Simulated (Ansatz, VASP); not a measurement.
# Two plane-wave programs on CsBr

Contents of POSCAR:

```
CsBr
1.0
    4.3196005106      0.0000000000      0.0000000000
    0.0000000000      4.3196005106      0.0000000000
    0.0000000000      0.0000000000      4.3196005106
Cs Br
1 1
Direct
    0.0000000000      0.0000000000      0.0000000000
    0.5000000000      0.5000000000      0.5000000000
```

Contents of INCAR.step1:

```
SYSTEM = CsBr
PREC = Accurate
ENCUT = 400
EDIFF = 1E-5
ISMEAR = 0
SIGMA = 0.01
LREAL = .FALSE.
LASPH = .TRUE.
NELM = 120
ALGO = Normal
ISIF = 2
LWAVE = .TRUE.
LCHARG = .FALSE.
GGA = PE
NBANDS = 15
GGA_COMPAT = .FALSE.
```

File INCAR.step2:

```
SYSTEM = CsBr
PREC = Accurate
ENCUT = 400
EDIFF = 1E-6
ISMEAR = 0
SIGMA = 0.01
LREAL = .FALSE.
LASPH = .TRUE.
NELM = 120
ALGO = Normal
ISIF = 2
LWAVE = .FALSE.
LCHARG = .FALSE.
GGA = PE
LHFCALC = .TRUE.
AEXX = 0.5
HFSCREEN = 0.2078
PRECFOCK = Normal
ISTART = 1
NBANDS = 15
GGA_COMPAT = .FALSE.
```

The input KPOINTS:

```
regular mesh
0
G
  4 4 4
  0 0 0
```

Input for Ansatz:

```yaml
crystal:
  lattice:
    - [4.3196005106, 0.0, 0.0]
    - [0.0, 4.3196005106, 0.0]
    - [0.0, 0.0, 4.3196005106]
  atoms:
    - { symbol: Cs, position: [0.0, 0.0, 0.0] }
    - { symbol: Br, position: [0.5, 0.5, 0.5] }
kpoints:
  mp_grid: { grid: [4, 4, 4] }
hamiltonian:
  xc:
    exchange: pbe
    correlation: pbe
    exx: { coeff: 0.5, omega: 0.2078 }
scf:
  occupations: { method: fixed }
  n_extra_bands: 4
output:
  forces: true
  stress: true
  eigenvalues: true
```

Alike in both runs: task single point; functional PBE-based screened hybrid with a share of 0.5 of exact exchange and HFSCREEN = 0.2078; k mesh 4 × 4 × 4; no spin polarisation.

|  | VASP | Ansatz |
| --- | --- | --- |
| version | VASP 6.6.1 | Ansatz 0.2.0 |
| potentials or method | VASP PAW PBE potentials, release 64 (Cs_sv, Br) | plane waves |
| plane-wave cutoff (eV) | 400 | 420 |
| occupations | gaussian, width 0.01 eV | fixed |
| valence electrons in the cell | 16 | 16 |

Ansatz gave:

| Item | Value |
| --- | --- |
| gap on the k mesh at the Fermi level (eV) | 6.83 |
| pressure (GPa) | 0.1 |

Question: Estimate VASP's values.

Answer: gap on the k mesh at the Fermi level (eV): 6.81; pressure (GPa): 0.0.

VASP's potentials were made for PBE, not for PBE-based screened hybrid. Ansatz's warnings: stress exchange threshold loose, stress scf threshold loose.

Spin-orbit coupling is off throughout.
